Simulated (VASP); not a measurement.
# Sn (C2/m) in VASP: notebook

Runs on Sn. Level: PBEsol. Tasks: single point.

All numbers are computed with VASP 6.6.1; they aren't measurements. Logs are shortened: lines on timing, memory, paths and dates and some standing lists are left out, and cuts for length are marked.

## Step 1: The cell of the first run

It takes space group C2/m (No. 12, monoclinic). Conventional cell: a = 5.872 Å, b = 3.453 Å, c = 12.609 Å, α = 90.00°, β = 102.45°, γ = 90.00°. Sn (site symmetry m) has 13 Sn at 3.41 to 4.68 Å within 4.7 Å. Within 4.7 Å of Sn (site symmetry m) lie 14 Sn at 3.41 to 4.68 Å.

## Step 2: Single point, PBEsol (the distance across one plane changed)

INCAR reads:

```
PREC = Accurate
ENCUT = 520
EDIFF = 1E-7
ISMEAR = 0
SIGMA = 0.15
LREAL = False
LASPH = True
NELM = 80
ALGO = Fast
ISIF = 2
LWAVE = False
LCHARG = False
GGA = PS
NBANDS = 36
```

KPOINTS reads:

```
Automatic mesh
0
Gamma
  16 16 4
```

POSCAR reads:

```
Sn
1.0
   -1.7265390000      1.7755470000     -2.3383420000
   -1.7265390000     -1.7755470000      2.3383420000
    0.0000000000     11.4497054844      5.2814233104
Sn
4
Direct
    0.0328915479     -0.0328915479      0.8039351566
    0.2546987926      0.7453012074      0.1148478795
    0.5140963777      0.4859036223      0.3445436385
    0.7734939628      0.2265060372      0.5742393976
```

Potentials or basis: VASP PAW PBE potentials, release 64 (Sn_d).

Started as:

```bash
$ cat potpaw_PBE.64/Sn_d/POTCAR > POTCAR
$ mpirun -np 1 vasp_std > vasp.out
```

OUTCAR:

```text
PREC = Accurate
   ENCUT = 520
   EDIFF = 1E-7
   ISMEAR = 0
   LREAL = False
   LASPH = True
   NELM = 80
   ISIF = 2
   GGA = PS

 ion  position               nearest neighbor table
   1  0.033  0.967  0.804-   4 3.41   4 3.41   4 3.55
   2  0.255  0.745  0.115-   3 3.41   3 3.41   3 3.55
   3  0.514  0.486  0.345-   2 3.41   2 3.41   4 3.41   4 3.41   2 3.55   4 3.55
   4  0.773  0.227  0.574-   1 3.41   1 3.41   3 3.41   3 3.41   1 3.55   3 3.55

  LATTYP: Found a base centered monoclinic cell.
 ALAT       =     5.8721071033
 B/A-ratio  =     0.5880475167
 C/A-ratio  =     2.1472856770
 COS(beta)  =    -0.2155458582

  Lattice vectors:

 A1 = (  -1.7265390000,  -1.7755470000,   2.3383420000)
 A2 = (   1.7265390000,  -1.7755470000,   2.3383420000)
 A3 = (   0.0000000000,  11.4497054844,   5.2814233104)

Analysis of symmetry for initial positions (statically):
=====================================================================
 Subroutine PRICEL returns:
 Original cell was already a primitive cell.

 Routine SETGRP: Setting up the symmetry group for a
 base centered monoclinic supercell.

 Subroutine GETGRP returns: Found  4 space group operations
 (whereof  2 operations were pure point group operations)
 out of a pool of  4 trial point group operations.

The static configuration has the point symmetry C_1h.
 The point group associated with its full space group is C_2h.

Analysis of symmetry for dynamics (positions and initial velocities):
=====================================================================
 Subroutine PRICEL returns:
 Original cell was already a primitive cell.

 Routine SETGRP: Setting up the symmetry group for a
 base centered monoclinic supercell.

 Subroutine GETGRP returns: Found  4 space group operations
 (whereof  2 operations were pure point group operations)
 out of a pool of  4 trial point group operations.

The dynamic configuration has the point symmetry C_1h.
 The point group associated with its full space group is C_2h.

 Subroutine INISYM returns: Found  4 space group operations
 (whereof  2 operations are pure point group operations),
 and found     1 'primitive' translations

----------------------------------------------------------------------------------------

                                     Primitive cell

  volume of cell :     124.8313

  direct lattice vectors                    reciprocal lattice vectors
    -1.726539000  1.775547000 -2.338342000    -0.289596702  0.073047231 -0.158360585
    -1.726539000 -1.775547000  2.338342000    -0.289596702 -0.073047231  0.158360585
     0.000000000 11.449705484  5.281423310     0.000000000  0.064683097  0.049115091

  length of vectors
     3.406075069  3.406075069 12.609091477     0.338053580  0.338053580  0.081216964

  position of ions in fractional coordinates (direct lattice)
     0.032891548  0.967108452  0.803935157
     0.254698793  0.745301207  0.114847879
     0.514096378  0.485903622  0.344543638
     0.773493963  0.226506037  0.574239398

  ion indices of the primitive-cell ions
   primitive index   ion index
                 1           1
                 2           2
                 3           3
                 4           4

----------------------------------------------------------------------------------------

 KPOINTS: Automatic mesh

Automatic generation of k-mesh.
 Grid dimensions read from file:
 generate k-points for:   16   16    4

 Generating k-lattice:

  Cartesian coordinates                     Fractional coordinates (reciprocal lattice)
    -0.018099794  0.004565452 -0.009897537     0.062500000  0.000000000  0.000000000
    -0.018099794 -0.004565452  0.009897537     0.000000000  0.062500000  0.000000000
     0.000000000  0.016170774  0.012278773    -0.000000000  0.000000000  0.250000000

  Length of vectors
     0.021128349  0.021128349  0.020304241

  Shift w.r.t. Gamma in fractional coordinates (k-lattice)
     0.000000000  0.000000000  0.000000000

 Subroutine IBZKPT returns following result:
 ===========================================

 Found    282 irreducible k-points:

 Following reciprocal coordinates:
            Coordinates               Weight
  0.000000  0.000000  0.000000      1.000000
  0.062500  0.000000  0.000000      4.000000
  0.125000  0.000000  0.000000      4.000000
  0.187500 -0.000000  0.000000      4.000000
  0.250000  0.000000  0.000000      4.000000
  0.312500 -0.000000  0.000000      4.000000
[... 16 lines left out ...]
 -0.125000  0.062500  0.000000      4.000000
 -0.062500  0.062500 -0.000000      2.000000
 [... further k-points ...]
   k-points           NKPTS =    282   k-points in BZ     NKDIM =    282   number of bands    NBANDS=     36
   number of dos      NEDOS =    301   number of ions     NIONS =      4
   total plane-waves  NPLWV =  75264
   dimension x,y,z NGX =    28 NGY =   28 NGZ =   96
   dimension x,y,z NGXF=    56 NGYF=   56 NGZF=  192
   ions per type =               4
   NGX,Y,Z   is equivalent  to a cutoff of  13.67, 13.67, 12.66 a.u.
   NGXF,Y,Z  is equivalent  to a cutoff of  27.33, 27.33, 25.31 a.u.
 SYSTEM =  unknown system
   PREC   = accura    normal or accurate (medium, high low for compatibility)
   ISTART =      0    job   : 0-new  1-cont  2-samecut
   ICHARG =      2    charge: 1-file 2-atom 10-const
   ISPIN  =      1    spin polarized calculation?
   LNONCOLLINEAR =      F non collinear calculations
   LSORBIT =      F    spin-orbit coupling
   LASPH  =      T    aspherical Exc in radial PAW
   ENCUT  =  520.0 eV  38.22 Ry    6.18 a.u.   6.33  6.33 23.44*2*pi/ulx,y,z
   NELM   =     80;   NELMIN=  2; NELMDL= -5     # of ELM steps
   EDIFF  = 0.1E-06   stopping-criterion for ELM
   LREAL  =      F    real-space projection
   EDIFFG = 0.1E-05   stopping-criterion for IOM
   NSW    =      0    number of steps for IOM
   IBRION =     -1    ionic relax: 0-MD 1-quasi-New 2-CG
   NFREE  =      0    steps in history (QN), initial steepest desc. (CG)
   ISIF   =      2    stress and relaxation
   ISYM   =      2    0-nonsym 1-usesym 2-fastsym
   POTIM  = 0.5000    time-step for ionic-motion
   TEBEG  =    0.0;   TEEND  =   0.0 temperature during run
   PSTRESS=    0.0 pullay stress
   NELECT =      56.0000    total number of electrons
   NUPDOWN=      -1.0000    fix difference up-down
   EMIN   =  10.00;   EMAX   =-10.00  energy-range for DOS
   EFERMI =   0.00;   METHOD = LEGACY
   ISMEAR =     0;   SIGMA  =   0.15  broadening in eV -4-tet -1-fermi 0-gaus
   EFERMI_NEDOS =   21; number of points for ismear=-14 and -15
   IALGO  =     68    algorithm
   IMIX   =      4    mixing-type and parameters
     AMIX     =   0.40;   BMIX     =  1.00
     AMIX_MAG =   1.60;   BMIX_MAG =  1.00
  volume/ion in A,a.u.               =      31.21       210.60
  Fermi-wavevector in a.u.,A,eV,Ry     =   1.253227  2.368255 21.368999  1.570577
  Thomas-Fermi vector in A             =   2.387090
   LORBIT       =      0    0 simple, 1 ext, 2 COOP (PROOUT), +10 PAW based schemes
   GGA     = PS    functional components
   LHFCALC =     F    Hartree Fock is set to
   AEXX    =    0.0000 exact exchange contribution
   IVDW    =     0    specifies the selected vdW correction
   LEPSILON=     F    determine dielectric tensor
   LRPA    =     F    only Hartree local field effects (RPA)
 non-spin polarized calculation
 RMM-DIIS sequential band-by-band and
 Gauss-broadening in eV      SIGMA  =   0.15
  energy-cutoff  :      520.00
  volume of cell :      124.83
 maximum number of plane-waves:      3393
 NGX is ok and might be reduce to    28
   NGX = 13   NGY = 13   NGZ = 47

 number of electron      55.9999997 magnetization

 Free energy of the ion-electron system (eV)
  ---------------------------------------------------
  ext. energy  EPLUGINS =         0.00000000
  ---------------------------------------------------
  free energy    TOTEN  =       -16.49152620 eV

  energy without entropy =      -16.46417942  energy(sigma->0) =      -16.47785281

 E-fermi :   6.4034     XC(G=0):  -9.8117

 val. band max:        6.4008741934   @ k =  -0.3125   0.0625   0.2500
 cond. band min:       6.4136908212   @ k =   0.4375   0.2500   0.0000
 fundamental gap:      0.0128166278
 Fermi energy:         6.4033833738

 k-point     1 :       0.0000    0.0000    0.0000
  band No.  band energies     occupation
      1     -15.0356      2.00000
      2     -15.0295      2.00000
      3     -15.0173      2.00000
      4     -15.0147      2.00000
      5     -15.0105      2.00000
      6     -15.0091      2.00000
[... 28 lines left out ...]
     35      13.5084      0.00000
     36      13.8297      0.00000

 k-point     2 :       0.0625    0.0000    0.0000
  band No.  band energies     occupation
      1     -15.0334      2.00000
      2     -15.0292      2.00000
      3     -15.0182      2.00000
      4     -15.0135      2.00000
      5     -15.0095      2.00000
      6     -15.0076      2.00000
[... 28 lines left out ...]
     35      13.2300      0.00000
     36      13.5602      0.00000

 k-point     3 :       0.1250    0.0000    0.0000
  band No.  band energies     occupation
      1     -15.0329      2.00000
      2     -15.0294      2.00000
      3     -15.0193      2.00000
      4     -15.0119      2.00000
      5     -15.0061      2.00000
      6     -15.0050      2.00000
[... 28 lines left out ...]
     35      12.8434      0.00000
     36      13.3348      0.00000
[... 742 lines left out ...]
 k-point    23 :      -0.1250    0.0625    0.0000
  band No.  band energies     occupation
      1     -15.0288      2.00000
      2     -15.0279      2.00000
      3     -15.0145      2.00000
      4     -15.0086      2.00000
      5     -15.0069      2.00000
      6     -15.0023      2.00000
[... 28 lines left out ...]
     35      12.9848      0.00000
     36      13.1301      0.00000

 k-point    24 :      -0.0625    0.0625   -0.0000
  band No.  band energies     occupation
      1     -15.0327      2.00000
      2     -15.0280      2.00000
      3     -15.0151      2.00000
      4     -15.0097      2.00000
      5     -15.0088      2.00000
      6     -15.0068      2.00000
[... 28 lines left out ...]
     35      13.0608      0.00000
     36      13.6546      0.00000

 [... further k-points ...]

------------------------ aborting loop because EDIFF is reached ----------------------------------------

  FORCE on cell =-STRESS in cart. coord.  units (eV):
  Direction    XX          YY          ZZ          XY          YZ          ZX
  --------------------------------------------------------------------------------------
  -------------------------------------------------------------------------------------
  Total       -3.4697289     -3.6459355     -3.6404734      0.0000000      0.0844746      0.0000000
  in kB      -44.5330575    -46.7946228    -46.7245190      0.0000000      1.0842090      0.0000000
  external PRESSURE =     -46.0173998 kB  Pullay stress =       0.0000000 kB

 VOLUME and BASIS-vectors are now :
 -----------------------------------------------------------------------------
  energy-cutoff  :      520.00
  volume of cell :      124.83
      direct lattice vectors                 reciprocal lattice vectors
    -1.726539000  1.775547000 -2.338342000    -0.289596702  0.073047231 -0.158360585
    -1.726539000 -1.775547000  2.338342000    -0.289596702 -0.073047231  0.158360585
     0.000000000 11.449705484  5.281423310     0.000000000  0.064683097  0.049115091

 POSITION                                       TOTAL-FORCE (eV/Angst)
 -----------------------------------------------------------------------------------
     -1.72654      7.54607      6.43044         0.000000     -0.053127     -0.029819
     -1.72654      0.44389      1.75376         0.000000      0.053127      0.029819
     -1.72654      3.99498      1.75376         0.000000     -0.122900     -0.098991
     -1.72654      7.54607      1.75376         0.000000      0.122900      0.098991
 -----------------------------------------------------------------------------------
    total drift:                               -0.000001      0.000180      0.000143

  FREE ENERGIE OF THE ION-ELECTRON SYSTEM (eV)
  ---------------------------------------------------
  free  energy   TOTEN  =       -16.4915261964 eV

  energy  without entropy=      -16.4641794212  energy(sigma->0) =      -16.47785281
```

Wall time 27 min (1 thread of Oxide Virtual Turin-like, shared host); peak memory 0.88 GiB.

What came out:

```
Free energy            : -16.4915 eV
Pressure               : -4.6 GPa
Largest force          : 0.158 eV/Å
Band gap on the k mesh : zero (bands 28 and 29 overlap by 7.01 eV)
```

Forces in eV/Å, atoms in the order of the input:
```
Sn   0.000 -0.053 -0.030
Sn   0.000  0.053  0.030
Sn   0.000 -0.123 -0.099
Sn   0.000  0.123  0.099
```

Stress tensor (GPa, compression positive):
```
-4.45  0.00  0.00
 0.00 -4.68  0.11
 0.00  0.11 -4.67
```

Caveat: the cell differs from its parent crystal (the distance across one plane changed); the cell stands under tension; the PAW data sets were made with another functional, which shifts forces and pressure a little; spin-orbit coupling is left out, which moves the levels of the heavy elements.

## Step 3: Single point, PBEsol (the distance across one plane changed)

INCAR reads:

```
PREC = Accurate ; ENCUT = 520
EDIFF = 1E-6 ; ISMEAR = 0
SIGMA = 0.15 ; LREAL = F
LASPH = T ; NELM = 60
ALGO = Fast ; ISIF = 2
LWAVE = F ; LCHARG = F
GGA = PS ; NBANDS = 36
```

KPOINTS is that of step 2.

POSCAR reads:

```
Sn
1.0
   -1.7265390000      1.7755470000     -2.3383420000
   -1.7265390000     -1.7755470000      2.3383420000
    0.0000000000     12.2461289688      5.8861626207
Sn
4
Direct
    0.0608417164     -0.0608417164      0.7435465623
    0.2586916738      0.7413083262      0.1062209375
    0.5260750213      0.4739249787      0.3186628124
    0.7934583689      0.2065416311      0.5311046873
```

Potentials or basis: VASP PAW PBE potentials, release 64 (Sn_d).

Started as:

```bash
$ cat potpaw_PBE.64/Sn_d/POTCAR > POTCAR
$ mpirun -np 1 vasp_std > vasp.out
```

Run time: 43 min. Hardware: 1 thread of Oxide Virtual Turin-like, shared host; peak memory 0.95 GiB.

The run converged. Its results:

| Property | Result |
| --- | --- |
| Free energy | -16.3176 eV |
| Pressure | -4.2 GPa |
| Largest force | 0.293 eV/Å |
| Band gap on the k mesh | zero (bands 28 and 29 overlap by 6.31 eV) |

Forces on the atoms (eV/Å):
```
Sn   0.000 -0.238 -0.171
Sn   0.000  0.238  0.171
Sn   0.000 -0.167 -0.139
Sn   0.000  0.167  0.139
```

Stress tensor (GPa, compression positive):
```
-4.29  0.00  0.00
 0.00 -4.14  0.44
 0.00  0.44 -4.13
```

Levels at points of the mesh, in eV from the Fermi level:
```csv
k point,band 24,band 25,band 26,band 27,band 28,band 29,band 30,band 31,band 32,band 33
"(0.00, 0.00, 0.00)",-7.40,-3.70,-1.11,0.46,4.91,5.46,6.03,6.12,6.20,6.44
"(0.50, 0.00, 0.00)",-5.43,-3.85,-3.17,-2.68,-2.26,0.53,1.06,2.00,2.54,3.15
"(0.50, 0.50, 0.00)",-4.80,-4.01,-3.15,-2.49,-2.25,0.75,0.85,2.04,2.11,2.85
"(0.00, 0.00, 0.50)",-7.49,-3.39,-1.89,1.76,3.17,5.46,6.01,6.12,6.43,6.78
"(0.50, 0.00, 0.50)",-5.39,-3.89,-3.18,-2.66,-2.24,0.55,1.07,1.74,2.53,3.21
"(0.50, 0.50, 0.50)",-4.86,-4.00,-3.22,-2.40,-2.19,0.58,0.61,2.12,2.68,2.82
```

Caveat: the cell differs from its parent crystal (the distance across one plane changed); the cell stands under tension; the PAW data sets were made with another functional, which shifts forces and pressure a little; spin-orbit coupling is left out, which moves the levels of the heavy elements.

## Step 4: Single point, PBEsol (the distance across one plane changed)

Edit INCAR of step 3 so:

```diff
@@ -3,3 +3,3 @@
 SIGMA = 0.15 ; LREAL = F
-LASPH = T ; NELM = 60
+LASPH = T ; NELM = 100
 ALGO = Fast ; ISIF = 2
```

KPOINTS reads:

```
regular mesh
0
Gamma
  16 16 4
```

POSCAR reads:

```
Sn
1.0
   -1.7265390000      1.7755470000     -2.3383420000
   -1.7265390000     -1.7755470000      2.3383420000
    0.0000000000     15.4318229064      8.3051198621
Sn
4
Direct
    0.1403537574     -0.1403537574      0.5717543817
    0.2700505368      0.7299494632      0.0816791974
    0.5601516103      0.4398483897      0.2450375922
    0.8502526839      0.1497473161      0.4083959869
```

Started as:

```bash
$ cat potpaw_PBE.64/Sn_d/POTCAR > POTCAR
$ mpirun -np 1 vasp_std > vasp.out
```

It took 50 min on 1 thread of Oxide Virtual Turin-like, shared host; peak memory 1.2 GiB.

The run converged. Its results:

| Property | Result |
| --- | --- |
| Free energy | -16.2614 eV |
| Largest force | 0.388 eV/Å |
| Band gap on the k mesh | zero (bands 28 and 29 overlap by 5.04 eV) |

Forces in eV/Å, atoms in the order of the input:
```
Sn   0.000 -0.314 -0.228
Sn   0.000  0.314  0.228
Sn   0.000 -0.183 -0.153
Sn   0.000  0.183  0.153
```

Levels at points of the mesh, in eV from the Fermi level:
| k point | band 26 | band 27 | band 28 | band 29 | band 30 | band 31 |
| --- | --- | --- | --- | --- | --- | --- |
| (0.00, 0.00, 0.00) | -1.51 | 0.93 | 3.59 | 3.87 | 5.47 | 6.02 |
| (0.50, 0.00, 0.00) | -3.17 | -2.67 | -2.24 | 0.55 | 1.10 | 1.86 |
| (0.50, 0.50, 0.00) | -3.18 | -2.44 | -2.22 | 0.69 | 0.73 | 2.12 |
| (0.00, 0.00, 0.50) | -1.52 | 1.01 | 2.97 | 5.06 | 5.47 | 5.62 |
| (0.50, 0.00, 0.50) | -3.17 | -2.67 | -2.24 | 0.55 | 1.10 | 1.86 |
| (0.50, 0.50, 0.50) | -3.18 | -2.44 | -2.22 | 0.69 | 0.72 | 2.12 |

Caveat: the cell differs from its parent crystal (the distance across one plane changed); the PAW data sets were made with another functional, which shifts forces and pressure a little; spin-orbit coupling is left out, which moves the levels of the heavy elements.

## Step 5: The runs side by side

```csv
cell,further INCAR settings,gap on the mesh (eV),pressure (GPa),largest force (eV/Å)
"a = 3.406, b = 3.406, c = 12.609 Å, angles 100.7, 79.3, 119.1°, 4 atoms",ALGO = Fast; EDIFF = 1e-07; NBANDS = 36,none,-4.6,0.16
"a = 3.406, b = 3.406, c = 13.587 Å, angles 99.9, 80.1, 119.1°, 4 atoms",ALGO = Fast; EDIFF = 1e-06; NBANDS = 36,none,-4.2,0.29
"a = 3.406, b = 3.406, c = 17.525 Å, angles 97.7, 82.3, 119.1°, 4 atoms",ALGO = Fast; EDIFF = 1e-06; NBANDS = 36,none,-,0.39
```

Alike in all rows: task single point; level PBEsol; potentials or basis VASP PAW PBE potentials, release 64 (Sn_d); no spin polarisation; k mesh 16 × 16 × 4; cutoff (eV) 520; smearing gaussian 0.15 eV.

Caveats: the PAW data sets were made with another functional, which shifts forces and pressure a little; spin-orbit coupling is left out, which moves the levels of the heavy elements; the cell stands under tension (at least some runs).

Absolute energies hang on the potentials; compare differences alone.
